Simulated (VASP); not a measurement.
Write the native input for VASP 6.6.1 that does the following.

| Item | Value |
| --- | --- |
| Task | single point |
| Functional | r2SCAN |
| Dispersion | D3(BJ) |
| Potentials or basis | VASP PAW PBE potentials, release 64 (Cd, F) |
| Cutoff | 520 eV |
| k mesh | 8 × 8 × 8 |
| Occupations | gaussian, width 0.05 eV |
| Spin | no spin polarisation |
| Dipole correction | no |
| Further INCAR settings | ALGO = Normal; EDIFF = 1e-06; NBANDS = 20 |

CdF2:

```
Cd F
1.0
     0.00000    2.69410    2.69410
     2.69410    0.00000    2.69410
     2.69410    2.69410    0.00000
Cd F
1 2
Direct
  0.00000 0.00000 0.00000
  0.25000 0.25000 0.25000
  0.75000 0.75000 0.75000
```

One way to write it, as run:

POSCAR

```
CdF2
1.0
    0.0000000000      2.6940984906      2.6940984906
    2.6940984906      0.0000000000      2.6940984906
    2.6940984906      2.6940984906      0.0000000000
Cd F
1 2
Direct
    0.0000000000      0.0000000000      0.0000000000
    0.2500000000      0.2500000000      0.2500000000
    0.7500000000      0.7500000000      0.7500000000
```

INCAR.step1

```
ALGO = Normal
EDIFF = 1E-4
ENCUT = 520
GGA = PE
ISMEAR = 0
LASPH = True
LCHARG = False
LREAL = False
LWAVE = True
NBANDS = 20
NELM = 80
PREC = Accurate
SIGMA = 0.05
```

INCAR.step2

```
ALGO = Normal
EDIFF = 1E-6
ENCUT = 520
ISIF = 2
ISMEAR = 0
ISTART = 1
IVDW = 12
LASPH = True
LCHARG = False
LMIXTAU = True
LREAL = False
LWAVE = False
METAGGA = R2SCAN
NBANDS = 20
NELM = 80
PREC = Accurate
SIGMA = 0.05
VDW_A1 = 0.49484001
VDW_A2 = 5.73083694
VDW_S6 = 1.0
VDW_S8 = 0.78981345
```

KPOINTS

```
k-points
0
Gamma
  8 8 8
```

Potentials or basis: VASP PAW PBE potentials, release 64 (Cd, F).

Launch:

```sh
$ cat potpaw_PBE.64/Cd/POTCAR potpaw_PBE.64/F/POTCAR > POTCAR
$ cp INCAR.step1 INCAR
$ mpirun -np 1 vasp_std > vasp.out
$ cp INCAR.step2 INCAR
$ mpirun -np 1 vasp_std > vasp.out
```

It gave:

```json
{
 "Pressure": "0.0 GPa",
 "Band gap on the k mesh": "3.75 eV (least direct gap 4.25 eV)",
 "Dispersion energy per atom": "-0.079 eV"
}
```

Caveat: the PAW data sets were made with another functional, which shifts forces and pressure a little.

It took 34 s on 1 thread of Intel(R) Xeon(R) 6975P-C (Granite Rapids), with other jobs on the host, peak memory 0.18 GiB.
